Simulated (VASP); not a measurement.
Set up this calculation in VASP 6.6.1, as the native input.

- Task: single point
- Functional: LDA
- Potentials or basis: VASP PAW LDA potentials, release 64 (Ga_d, As)
- Cutoff: 520 eV
- k mesh: 12 × 12 × 12
- Occupations: gaussian, width 0.02 eV
- Spin: no spin polarisation
- Dipole correction: no
- Further INCAR settings: ALGO = Normal; EDIFF = 1e-07; NBANDS = 16

The structure of GaAs lies in POSCAR:

```
GaAs
1.0
    0.0000000000      2.8016907859      2.8016907859
    2.8016907859      0.0000000000      2.8016907859
    2.8016907859      2.8016907859      0.0000000000
Ga As
1 1
Direct
    0.0000000000      0.0000000000      0.0000000000
    0.7500000000      0.7500000000      0.7500000000
```

One way to write it, as run:

INCAR

```
SYSTEM = GaAs
PREC = Accurate
ENCUT = 520
EDIFF = 1E-7
ISMEAR = 0
SIGMA = 0.02
LREAL = .False.
LASPH = .True.
NELM = 100
ALGO = Normal
ISIF = 2
LWAVE = .False.
LCHARG = .False.
NBANDS = 16
```

KPOINTS

```
Automatic mesh
0
Gamma
  12 12 12
  0 0 0
```

Potentials or basis: VASP PAW LDA potentials, release 64 (Ga_d, As).

Launch:

```bash
$ cat potpaw_LDA.64/Ga_d/POTCAR potpaw_LDA.64/As/POTCAR > POTCAR
$ mpirun -np 1 vasp_std > vasp.out
```

It gave:

* Pressure: 0.3 GPa
* Band gap on the k mesh: 0.54 eV, direct

It took 29 s on 1 thread of Intel(R) Xeon(R) Platinum 8488C (Sapphire Rapids), with other jobs on the host, peak memory 0.18 GiB.
